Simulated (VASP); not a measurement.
# WC (I4/mmm) in VASP: a series of runs

Runs on WC. Level: PBEsol. Tasks: single point.

All numbers are computed with VASP 6.6.1; they aren't measurements. Logs are shortened: lines on timing, memory, paths and dates and some standing lists are left out, and cuts for length are marked.

## Step 1: The cell of the first run

It takes space group I4/mmm (No. 139, tetragonal). Conventional cell: a = 2.853 Å, b = 2.853 Å, c = 4.385 Å, α = 90.00°, β = 90.00°, γ = 90.00°. W (site symmetry 4/mmm) has 6 C at 2.02 to 2.19 Å within 2.7 Å. Within 2.7 Å of C (site symmetry 4/mmm) lie 6 W at 2.02 to 2.19 Å.

## Step 2: Single point, PBEsol (strain -0.080 along x and y, +0.000 along z)

INCAR

```
ALGO = Normal
EDIFF = 1E-7
ENCUT = 520
GGA = PS
ISIF = 2
ISMEAR = 0
LASPH = True
LCHARG = True
LELF = True
LREAL = False
LVHAR = True
LWAVE = False
NBANDS = 16
NELM = 60
PREC = Accurate
SIGMA = 0.15
```

KPOINTS

```
k-points
0
Gamma
  18 18 18
```

POSCAR

```
WC
1.0
    0.0000000000      2.0172692800      2.1926840000
    2.0172692800      0.0000000000      2.1926840000
    2.0172692800      2.0172692800      0.0000000000
W C
1 1
Direct
    0.0000000000      0.0000000000      0.0000000000
    0.5000000000      0.5000000000      0.5000000000
```

Potentials or basis: VASP PAW PBE potentials, release 64 (W_sv, C).

The run is started by

```bash
$ cat potpaw_PBE.64/W_sv/POTCAR potpaw_PBE.64/C/POTCAR > POTCAR
$ mpirun -np 1 vasp_std > vasp.out
```

OUTCAR:

```text
EDIFF = 1E-7
   ENCUT = 520
   GGA = PS
   ISIF = 2
   ISMEAR = 0
   LASPH = True
   LREAL = False
   NELM = 60
   PREC = Accurate

 ion  position               nearest neighbor table
   1  0.000  0.000  0.000-   2 2.02   2 2.02   2 2.02   2 2.02   2 2.19   2 2.19
   2  0.500  0.500  0.500-   1 2.02   1 2.02   1 2.02   1 2.02   1 2.19   1 2.19

  LATTYP: Found a body centered tetragonal cell.
 ALAT       =     2.8528495747
 C/A-ratio  =     1.5371886548

  Lattice vectors:

 A1 = (  -2.0172692800,   0.0000000000,   2.1926840000)
 A2 = (   2.0172692800,   0.0000000000,   2.1926840000)
 A3 = (   0.0000000000,   2.0172692800,  -2.1926840000)

Analysis of symmetry for initial positions (statically):
=====================================================================
 Subroutine PRICEL returns:
 Original cell was already a primitive cell.

 Routine SETGRP: Setting up the symmetry group for a
 body centered tetragonal supercell.

 Subroutine GETGRP returns: Found 16 space group operations
 (whereof 16 operations were pure point group operations)
 out of a pool of 16 trial point group operations.

The static configuration has the point symmetry D_4h.

Analysis of symmetry for dynamics (positions and initial velocities):
=====================================================================
 Subroutine PRICEL returns:
 Original cell was already a primitive cell.

 Routine SETGRP: Setting up the symmetry group for a
 body centered tetragonal supercell.

 Subroutine GETGRP returns: Found 16 space group operations
 (whereof 16 operations were pure point group operations)
 out of a pool of 16 trial point group operations.

The dynamic configuration has the point symmetry D_4h.

 Subroutine INISYM returns: Found 16 space group operations
 (whereof 16 operations are pure point group operations),
 and found     1 'primitive' translations

----------------------------------------------------------------------------------------

                                     Primitive cell

  volume of cell :      17.8457

  direct lattice vectors                    reciprocal lattice vectors
     0.000000000  2.017269280  2.192684000    -0.247859820  0.247859820  0.228031034
     2.017269280  0.000000000  2.192684000     0.247859820 -0.247859820  0.228031034
     2.017269280  2.017269280  0.000000000     0.247859820  0.247859820 -0.228031034

  length of vectors
[... 82 lines left out ...]
   EDIFF  = 0.1E-06   stopping-criterion for ELM
   LREAL  =      F    real-space projection
   EDIFFG = 0.1E-05   stopping-criterion for IOM
   NSW    =      0    number of steps for IOM
   IBRION =     -1    ionic relax: 0-MD 1-quasi-New 2-CG
   NFREE  =      0    steps in history (QN), initial steepest desc. (CG)
   ISIF   =      2    stress and relaxation
   ISYM   =      2    0-nonsym 1-usesym 2-fastsym
   POTIM  = 0.5000    time-step for ionic-motion
   TEBEG  =    0.0;   TEEND  =   0.0 temperature during run
   PSTRESS=    0.0 pullay stress
   NELECT =      18.0000    total number of electrons
   NUPDOWN=      -1.0000    fix difference up-down
   EMIN   =  10.00;   EMAX   =-10.00  energy-range for DOS
   EFERMI =   0.00;   METHOD = LEGACY
   ISMEAR =     0;   SIGMA  =   0.15  broadening in eV -4-tet -1-fermi 0-gaus
   EFERMI_NEDOS =   21; number of points for ismear=-14 and -15
   IALGO  =     38    algorithm
   IMIX   =      4    mixing-type and parameters
     AMIX     =   0.40;   BMIX     =  1.00
     AMIX_MAG =   1.60;   BMIX_MAG =  1.00
  volume/ion in A,a.u.               =       8.92        60.21
  Fermi-wavevector in a.u.,A,eV,Ry     =   1.641803  3.102558 36.674740  2.695517
  Thomas-Fermi vector in A             =   2.732212
   LORBIT       =      0    0 simple, 1 ext, 2 COOP (PROOUT), +10 PAW based schemes
   GGA     = PS    functional components
   LHFCALC =     F    Hartree Fock is set to
   AEXX    =    0.0000 exact exchange contribution
   IVDW    =     0    specifies the selected vdW correction
   LEPSILON=     F    determine dielectric tensor
   LRPA    =     F    only Hartree local field effects (RPA)
 non-spin polarized calculation
 Gauss-broadening in eV      SIGMA  =   0.15
  energy-cutoff  :      520.00
  volume of cell :       17.85
 maximum number of plane-waves:       496
 NGX is ok and might be reduce to    24
   NGX = 11   NGY = 11   NGZ = 11

 number of electron      17.9999999 magnetization

 Free energy of the ion-electron system (eV)
  ---------------------------------------------------
  ext. energy  EPLUGINS =         0.00000000
  ---------------------------------------------------
  free energy    TOTEN  =       -22.15693719 eV

  energy without entropy =      -22.14689279  energy(sigma->0) =      -22.15191499

 E-fermi :  14.9178     XC(G=0): -14.7764

 val. band max:       14.9149786134   @ k =  -0.1111   0.2222   0.1111
 cond. band min:      14.9191030552   @ k =  -0.4444   0.2222   0.0556
 fundamental gap:      0.0041244417
 Fermi energy:        14.9177837952

 k-point     1 :       0.0000    0.0000    0.0000
  band No.  band energies     occupation
      1     -60.2981      2.00000
      2     -24.2815      2.00000
      3     -24.2815      2.00000
      4     -24.2564      2.00000
      5      -2.3251      2.00000
      6      10.6843      2.00000
[... 433 lines left out ...]
      3     -24.3662      2.00000
      4     -24.2833      2.00000
      5      -0.2648      2.00000
      6       7.8279      2.00000
[... 8 lines left out ...]
     15      28.3055      0.00000
     16      33.7295      0.00000

 [... further k-points ...]

------------------------ aborting loop because EDIFF is reached ----------------------------------------

  FORCE on cell =-STRESS in cart. coord.  units (eV):
  Direction    XX          YY          ZZ          XY          YZ          ZX
  --------------------------------------------------------------------------------------
  -------------------------------------------------------------------------------------
  Total       12.4663084     12.4663084      2.8293215      0.0000000     -0.0000000      0.0000000
  in kB     1119.2179208   1119.2179208    254.0148428      0.0000000     -0.0000000      0.0000000
  external PRESSURE =     830.8168948 kB  Pullay stress =       0.0000000 kB

 VOLUME and BASIS-vectors are now :
 -----------------------------------------------------------------------------
  energy-cutoff  :      520.00
  volume of cell :       17.85
      direct lattice vectors                 reciprocal lattice vectors
     0.000000000  2.017269280  2.192684000    -0.247859820  0.247859820  0.228031034
     2.017269280  0.000000000  2.192684000     0.247859820 -0.247859820  0.228031034
     2.017269280  2.017269280  0.000000000     0.247859820  0.247859820 -0.228031034

 POSITION                                       TOTAL-FORCE (eV/Angst)
 -----------------------------------------------------------------------------------
      0.00000      0.00000      0.00000         0.000000      0.000000      0.000000
      2.01727      2.01727      2.19268        -0.000000     -0.000000     -0.000000
 -----------------------------------------------------------------------------------
    total drift:                                0.000000     -0.000000     -0.000000

  FREE ENERGIE OF THE ION-ELECTRON SYSTEM (eV)
  ---------------------------------------------------
  free  energy   TOTEN  =       -22.1569371888 eV

  energy  without entropy=      -22.1468927914  energy(sigma->0) =      -22.15191499
```

OSZICAR:

```text
N       E                     dE             d eps       ncg     rms          rms(c)
DAV:   1     0.109011748659E+03    0.10901E+03   -0.93821E+03 15440   0.128E+03
DAV:   2    -0.225596665077E+02   -0.13157E+03   -0.12681E+03 18496   0.342E+02
DAV:   3    -0.255755269105E+02   -0.30159E+01   -0.30043E+01 16736   0.490E+01
DAV:   4    -0.255878844510E+02   -0.12358E-01   -0.12357E-01 19936   0.352E+00
DAV:   5    -0.255879561294E+02   -0.71678E-04   -0.71677E-04 16672   0.253E-01    0.448E+01
DAV:   6    -0.222286742533E+02    0.33593E+01   -0.71588E+00 19176   0.271E+01    0.143E+01
DAV:   7    -0.221884733931E+02    0.40201E-01   -0.36192E-01 15664   0.480E+00    0.904E+00
DAV:   8    -0.221586046947E+02    0.29869E-01   -0.34464E-02 18272   0.143E+00    0.170E+00
DAV:   9    -0.221569427473E+02    0.16619E-02   -0.28435E-03 16816   0.380E-01    0.686E-02
DAV:  10    -0.221569419773E+02    0.77005E-06   -0.16531E-04 17592   0.147E-01    0.738E-02
DAV:  11    -0.221569375180E+02    0.44593E-05   -0.14088E-05 18760   0.317E-02    0.669E-03
DAV:  12    -0.221569372435E+02    0.27452E-06   -0.10654E-06 17288   0.919E-03    0.193E-03
DAV:  13    -0.221569371888E+02    0.54683E-07   -0.25161E-08  9800   0.157E-03
   1 F= -.22156937E+02 E0= -.22151915E+02  d E =-.100444E-01
```

stdout:

```text
POSCAR found type information on POSCAR W C
 POSCAR found :  2 types and       2 ions
 scaLAPACK will be used
 -----------------------------------------------------------------------------
|                                                                             |
|                                                                             |
|     You enforced a specific xc type in the INCAR file but a different       |
|     I HOPE YOU KNOW WHAT YOU ARE DOING!                                     |
|                                                                             |
 -----------------------------------------------------------------------------

 LDA part: xc-table for (Slater+PW92), standard interpolation
 POSCAR, INCAR and KPOINTS ok, starting setup
 FFT: planning ... GRIDC
 FFT: planning ... GRID_SOFT
 FFT: planning ... GRID
 WAVECAR not read
 entering main loop
```

Wall time 3.5 min (1 thread of Intel Xeon 8259CL, shared host); peak memory 0.26 GiB.

Results:

```yaml
Free_energy: -22.1569 eV
Pressure: 83.1 GPa
Band_gap_on_the_k_mesh: zero (bands 9 and 10 overlap by 3.60 eV)
```

Levels at points of the mesh, in eV from the Fermi level:
```
           k point  band 7  band 8  band 9  band 10  band 11  band 12
(0.00, 0.00, 0.00)   -2.95   -2.95   -2.02    -1.75    -1.14    -1.14
(0.50, 0.00, 0.00)   -8.05   -7.80    1.18     1.88     3.29     5.07
(0.50, 0.50, 0.00)   -6.61   -2.26   -2.26     1.18     3.02     3.02
(0.50, 0.00, 0.50)   -5.39   -3.13   -2.60     1.08     2.33     3.71
```

Caveat: the cell differs from its parent crystal (strain -0.080 along x and y, +0.000 along z); the cell stands under pressure; the PAW data sets were made with another functional, which shifts forces and pressure a little; spin-orbit coupling is left out, which moves the levels of the heavy elements.

## Step 3: Single point, PBEsol (strain -0.040 along x and y, -0.080 along z)

INCAR

```
PREC = Accurate ; ENCUT = 520
EDIFF = 1E-6 ; ISMEAR = 0
SIGMA = 0.15 ; LREAL = False
LASPH = True ; NELM = 80
ALGO = Normal ; ISIF = 2
LWAVE = False ; LCHARG = False
GGA = PS ; NBANDS = 16
```

KPOINTS

```
Automatic mesh
0
Gamma
  18 18 18
```

POSCAR

```
WC
1.0
    0.0000000000      2.1049766400      2.0172692800
    2.1049766400      0.0000000000      2.0172692800
    2.1049766400      2.1049766400      0.0000000000
W C
1 1
Direct
    0.0000000000      0.0000000000      0.0000000000
    0.5000000000      0.5000000000      0.5000000000
```

Potentials or basis: VASP PAW PBE potentials, release 64 (W_sv, C).

The run is started by

```bash
$ cat potpaw_PBE.64/W_sv/POTCAR potpaw_PBE.64/C/POTCAR > POTCAR
$ mpirun -np 1 vasp_std > vasp.out
```

OUTCAR:

```text
PREC = Accurate
   ENCUT = 520
   EDIFF = 1E-6
   ISMEAR = 0
   LREAL = False
   LASPH = True
   NELM = 80
   ISIF = 2
   GGA = PS

 ion  position               nearest neighbor table
   1  0.000  0.000  0.000-   2 2.02   2 2.02   2 2.10   2 2.10   2 2.10   2 2.10
   2  0.500  0.500  0.500-   1 2.02   1 2.02   1 2.10   1 2.10   1 2.10   1 2.10

  LATTYP: Found a body centered tetragonal cell.
 ALAT       =     2.9768865128
 C/A-ratio  =     1.3552879973

  Lattice vectors:

 A1 = (   0.0000000000,  -2.1049766400,  -2.0172692800)
 A2 = (   0.0000000000,   2.1049766400,  -2.0172692800)
 A3 = (   2.1049766400,   0.0000000000,   2.0172692800)

Analysis of symmetry for initial positions (statically):
=====================================================================
 Subroutine PRICEL returns:
 Original cell was already a primitive cell.

 Routine SETGRP: Setting up the symmetry group for a
 body centered tetragonal supercell.

 Subroutine GETGRP returns: Found 16 space group operations
 (whereof 16 operations were pure point group operations)
 out of a pool of 16 trial point group operations.

The static configuration has the point symmetry D_4h.

Analysis of symmetry for dynamics (positions and initial velocities):
=====================================================================
 Subroutine PRICEL returns:
 Original cell was already a primitive cell.

 Routine SETGRP: Setting up the symmetry group for a
 body centered tetragonal supercell.

 Subroutine GETGRP returns: Found 16 space group operations
 (whereof 16 operations were pure point group operations)
 out of a pool of 16 trial point group operations.

The dynamic configuration has the point symmetry D_4h.

 Subroutine INISYM returns: Found 16 space group operations
 (whereof 16 operations are pure point group operations),
 and found     1 'primitive' translations

[... 111 lines left out ...]
   IALGO  =     38    algorithm
   IMIX   =      4    mixing-type and parameters
     AMIX     =   0.40;   BMIX     =  1.00
     AMIX_MAG =   1.60;   BMIX_MAG =  1.00
  volume/ion in A,a.u.               =       8.94        60.32
  Fermi-wavevector in a.u.,A,eV,Ry     =   1.640852  3.100761 36.632281  2.692397
  Thomas-Fermi vector in A             =   2.731421
   LORBIT       =      0    0 simple, 1 ext, 2 COOP (PROOUT), +10 PAW based schemes
   GGA     = PS    functional components
   LHFCALC =     F    Hartree Fock is set to
   AEXX    =    0.0000 exact exchange contribution
   IVDW    =     0    specifies the selected vdW correction
   LEPSILON=     F    determine dielectric tensor
   LRPA    =     F    only Hartree local field effects (RPA)
 non-spin polarized calculation
 Gauss-broadening in eV      SIGMA  =   0.15
  energy-cutoff  :      520.00
  volume of cell :       17.88
 maximum number of plane-waves:       515
 NGX is ok and might be reduce to    24
   NGX = 11   NGY = 11   NGZ = 11

 number of electron      17.9999998 magnetization

 Free energy of the ion-electron system (eV)
  ---------------------------------------------------
  ext. energy  EPLUGINS =         0.00000000
  ---------------------------------------------------
  free energy    TOTEN  =       -22.37042273 eV

  energy without entropy =      -22.36234941  energy(sigma->0) =      -22.36638607

 E-fermi :  14.9052     XC(G=0): -14.7758

 val. band max:       14.9008161129   @ k =   0.2222   0.0000   0.0556
 cond. band min:      14.9096534906   @ k =   0.2778   0.2778   0.0000
 fundamental gap:      0.0088373777
 Fermi energy:        14.9052001394

 k-point     1 :       0.0000    0.0000    0.0000
  band No.  band energies     occupation
      1     -60.3489      2.00000
      2     -24.3404      2.00000
      3     -24.3024      2.00000
      4     -24.3024      2.00000
      5      -2.3304      2.00000
      6      11.2795      2.00000
[... 433 lines left out ...]
      3     -24.4100      2.00000
      4     -24.3595      2.00000
      5      -0.4435      2.00000
      6       7.7951      2.00000
[... 8 lines left out ...]
     15      28.1411      0.00000
     16      32.4115      0.00000

 [... further k-points ...]

------------------------ aborting loop because EDIFF is reached ----------------------------------------

  FORCE on cell =-STRESS in cart. coord.  units (eV):
  Direction    XX          YY          ZZ          XY          YZ          ZX
  --------------------------------------------------------------------------------------
  -------------------------------------------------------------------------------------
  Total        6.5286689      6.5286689     12.4155917      0.0000000     -0.0000000      0.0000000
  in kB      585.1224939    585.1224939   1112.7294230      0.0000000     -0.0000000      0.0000000
  external PRESSURE =     760.9914703 kB  Pullay stress =       0.0000000 kB

 VOLUME and BASIS-vectors are now :
 -----------------------------------------------------------------------------
  energy-cutoff  :      520.00
  volume of cell :       17.88
      direct lattice vectors                 reciprocal lattice vectors
     0.000000000  2.104976640  2.017269280    -0.237532327  0.237532327  0.247859820
     2.104976640  0.000000000  2.017269280     0.237532327 -0.237532327  0.247859820
     2.104976640  2.104976640  0.000000000     0.237532327  0.237532327 -0.247859820

 POSITION                                       TOTAL-FORCE (eV/Angst)
 -----------------------------------------------------------------------------------
      0.00000      0.00000      0.00000        -0.000000      0.000000      0.000000
      2.10498      2.10498      2.01727         0.000000     -0.000000     -0.000000
 -----------------------------------------------------------------------------------
    total drift:                                0.000000     -0.000000     -0.000000

  FREE ENERGIE OF THE ION-ELECTRON SYSTEM (eV)
  ---------------------------------------------------
  free  energy   TOTEN  =       -22.3704227329 eV

  energy  without entropy=      -22.3623494080  energy(sigma->0) =      -22.36638607
```

Wall time 85 s (1 thread of Intel Xeon 8259CL, shared host); peak memory 0.26 GiB.

Results:

```yaml
Free_energy: -22.3704 eV
Pressure: 76.1 GPa
Band_gap_on_the_k_mesh: zero (bands 9 and 10 overlap by 3.72 eV)
```

Stress tensor (GPa, compression positive):
```
 58.51   0.00   0.00
  0.00  58.51   0.00
  0.00   0.00 111.27
```

Levels at points of the mesh, in eV from the Fermi level:
```tsv
k point	band 5	band 6	band 7	band 8	band 9	band 10	band 11	band 12	band 13	band 14
(0.00, 0.00, 0.00)	-17.24	-3.63	-3.63	-3.00	-1.48	-1.48	-1.44	-1.11	-0.91	8.68
(0.50, 0.00, 0.00)	-11.31	-11.31	-7.92	-7.81	1.24	1.69	3.15	5.12	10.18	11.28
(0.50, 0.50, 0.00)	-14.98	-7.20	-5.40	-2.94	-2.94	1.29	3.03	3.03	7.74	9.58
(0.50, 0.00, 0.50)	-15.03	-7.15	-6.08	-2.75	-2.41	1.12	2.76	3.32	7.02	9.96
```

Caveat: the cell differs from its parent crystal (strain -0.040 along x and y, -0.080 along z); the cell stands under pressure; the PAW data sets were made with another functional, which shifts forces and pressure a little; spin-orbit coupling is left out, which moves the levels of the heavy elements.
